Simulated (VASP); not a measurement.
Set up this calculation in VASP 6.6.1, as the native input.

```
Task                   : single point
Functional             : PBEsol
Potentials or basis    : VASP PAW PBE potentials, release 64 (F)
Cutoff                 : 520 eV
k mesh                 : 4 × 4 × 2
Occupations            : gaussian, width 0.05 eV
Spin                   : no spin polarisation
Dipole correction      : no
Further INCAR settings : ALGO = Normal; EDIFF = 1e-06; NBANDS = 22
```

The structure of F lies in POSCAR:

```
F
1.0
    3.1587493156     -1.7865001875     -0.2436299973
    3.1587493156      1.7865001875     -0.2436299973
   -2.3838007709      0.0000000000      7.1580324205
F
4
Direct
    0.0848459664      0.0848459664      0.0940038325
    0.9151540336      0.9151540336      0.9059961675
    0.5015719855      0.5015719855      0.5937195244
    0.4984280145      0.4984280145      0.4062804756
```

These files were run (other wordings do the same):

INCAR

```
PREC = Accurate
ENCUT = 520
EDIFF = 1E-6
ISMEAR = 0
SIGMA = 0.05
LREAL = False
LASPH = True
NELM = 60
ALGO = Normal
ISIF = 2
LWAVE = False
LCHARG = False
GGA = PS
NBANDS = 22
```

KPOINTS

```
Automatic mesh
0
Gamma
  4 4 2
```

Potentials or basis: VASP PAW PBE potentials, release 64 (F).

The run is started by

```bash
$ cat potpaw_PBE.64/F/POTCAR > POTCAR
$ mpirun -np 1 vasp_std > vasp.out
```

It gave:

The pressure is -0.2 GPa. The largest force is 0.174 eV/Å. The band gap on the k mesh is 2.95 eV, indirect (least direct gap 3.04 eV).

Caveat: the k points lie up to 0.52 Å⁻¹ apart; the PAW data sets were made with another functional, which shifts forces and pressure a little.

Run time: 40 s on 1 thread of AMD EPYC 7R13, with other jobs on the host, peak memory 0.18 GiB.
